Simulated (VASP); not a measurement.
Crystal: SnTe.

```
Sn Te
1.0
     0.00000    3.58398    3.58398
     3.58398    0.00000    3.58398
     3.58398    3.58398    0.00000
Sn Te
1 1
Direct
  0.00000 0.00000 0.00000
  0.25000 0.25000 0.25000
```

Base run:

- Program: VASP 6.6.1
- Functional: HSE06
- Potentials or basis: VASP PAW PBE potentials, release 64 (Sn_d, Te)
- Cutoff: 400 eV
- k mesh: 4 × 4 × 4
- Occupations: fermi-dirac, width 0.02 eV
- Spin: no spin polarisation

Its results: band gap on the k mesh 0.29 eV (least direct gap 1.12 eV); pressure -0.2 GPa.

Task: The run is repeated on the same cell with these changes: functional from HSE06 to PBE0; occupations from fermi-dirac, width 0.02 eV to gaussian, width 0.01 eV. What comes out?

Result: Band gap on the k mesh 0.91 eV (least direct gap 1.77 eV); pressure -0.2 GPa.

Caveats: the structure was generated, so it needn't be the stable form of SnTe; the PAW data sets were made with another functional, which shifts forces and pressure a little; spin-orbit coupling is left out, which moves the levels of the heavy elements.

A k mesh can miss the band edges.
